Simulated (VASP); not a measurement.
**Be16H (a cell with a defect): single point with PBE+D3(BJ)**

Be16H (a cell with a defect):

```
CELL_PARAMETERS angstrom
-2.29000 -3.96640 0.00000
3.43500 -1.98320 0.00000
0.00000 0.00000 7.17686
ATOMIC_POSITIONS crystal
Be 0.74992 0.50878 0.00313
Be 0.49898 0.33376 0.24947
Be 0.75005 0.49587 0.49792
Be 0.49223 0.33810 0.74676
Be 0.49227 0.99530 0.00326
Be 0.25011 0.83089 0.25305
Be 0.49899 0.99960 0.50059
Be 0.25027 0.83065 0.74972
Be 0.25027 0.50276 0.00032
Be 0.00124 0.33376 0.24949
Be 0.25012 0.50256 0.49698
Be 0.00768 0.33840 0.74676
Be 0.00765 0.99499 0.00326
Be 0.75005 0.83742 0.25213
Be 0.00124 0.99960 0.50057
Be 0.74992 0.82446 0.74688
H 0.75185 0.16683 0.87527
```

* Program: VASP 6.6.1
* Task: single point
* Functional: PBE
* Dispersion: D3(BJ)
* Potentials or basis: VASP PAW PBE potentials, release 64 (Be, H)
* Cutoff: 520 eV
* k mesh: 5 × 6 × 4
* Occupations: fermi-dirac, width 0.15 eV
* Spin: no spin polarisation

```yaml
Pressure: -7.2 GPa
Largest_force: 0.017 eV/Å
Band_gap_on_the_k_mesh: zero (an odd number of electrons rules out a gap without spin polarisation)
Dispersion_energy_per_atom: -0.336 eV
```

Forces on the atoms (eV/Å):
```
Be   0.002 -0.002  0.003
Be   0.003  0.002 -0.002
Be  -0.002  0.001  0.004
Be  -0.001  0.000 -0.003
Be   0.001  0.001  0.005
Be   0.006 -0.004 -0.001
Be   0.000  0.004  0.001
Be   0.012 -0.007  0.001
Be  -0.012  0.008  0.000
Be   0.000 -0.004 -0.002
Be  -0.007  0.003  0.001
Be  -0.002 -0.007 -0.008
Be  -0.006 -0.006  0.010
Be   0.003 -0.002 -0.004
Be  -0.003 -0.002  0.002
Be   0.000 -0.001  0.000
H    0.006  0.015 -0.006
```

Stress tensor (GPa, compression positive):
```
-6.55  0.33 -0.07
 0.33 -6.18  0.04
-0.07  0.04 -9.00
```

Levels at points of the mesh, in eV from the Fermi level:
```
           k point  band 14  band 15  band 16  band 17  band 18  band 19
(0.00, 0.00, 0.00)    -3.66     0.01     0.03     0.35     0.45     0.81
(0.00, 0.50, 0.00)    -3.66    -2.80    -2.59     0.24     0.52     0.70
(0.00, 0.00, 0.50)    -2.19    -2.05    -1.96     0.46     1.39     1.58
(0.00, 0.50, 0.50)    -3.82    -3.61    -3.55     0.85     1.55     1.59
```

Run time: 6.3 min on 1 thread of Oxide Virtual Turin-like Processor, on a shared host, peak memory 0.29 GiB.
